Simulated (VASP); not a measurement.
# Nb: single point with PBE

The system is Nb.

```xyz
4
Lattice="2.7830 0.0000 0.0000 -1.3915 2.4102 0.0000 0.0000 0.0000 10.2372" Properties=species:S:1:pos:R:3 pbc="T T T"
Nb    0.0000    0.0000    0.0000
Nb    0.0000    0.0000    5.1186
Nb    0.0000    1.6068    2.5593
Nb    1.3915    0.8034    7.6779
```

This isn't the form of Nb at room conditions, which is bcc.

```yaml
Program: VASP 6.6.1
Task: single point
Functional: PBE
Potentials_or_basis: VASP PAW PBE potentials, release 64 (Nb_sv)
Cutoff: 520 eV
k_mesh: 17 × 17 × 4
Occupations: fermi-dirac, width 0.05 eV
Spin: collinear spin
Starting_moments: "[1.0, 1.0, 1.0, 1.0] μB"
```

The pressure is 15.6 GPa and the band gap on the k mesh is zero (filled and empty bands overlap). The net moment is 0.00 μB per cell. The valence electrons inside the program's atomic spheres are Nb 10.82.

Stress tensor (GPa, compression positive):
```
16.09  0.00  0.00
 0.00 16.09  0.00
 0.00  0.00 14.56
```

Levels at points of the mesh, in eV from the Fermi level:
Spin up:
```tsv
k point	band 22	band 23	band 24	band 25	band 26	band 27	band 28	band 29	band 30	band 31
(0.00, 0.00, 0.00)	-1.38	-1.18	0.24	0.24	0.36	0.36	0.55	0.55	0.67	0.70
(0.00, 0.00, 0.50)	-1.35	-0.29	-0.29	0.32	0.32	0.32	0.32	0.60	0.60	0.60
```
Spin down:
| k point | band 23 | band 24 | band 25 | band 26 | band 27 | band 28 | band 29 | band 30 |
| --- | --- | --- | --- | --- | --- | --- | --- | --- |
| (0.00, 0.00, 0.00) | -1.18 | 0.24 | 0.24 | 0.36 | 0.36 | 0.55 | 0.55 | 0.67 |
| (0.00, 0.00, 0.50) | -0.29 | -0.29 | 0.32 | 0.32 | 0.32 | 0.32 | 0.60 | 0.60 |

Run time: 11 min on 1 thread of Oxide Virtual Turin-like Processor, with other jobs on the host, peak memory 0.43 GiB.

Caveat: the cell stands under pressure.
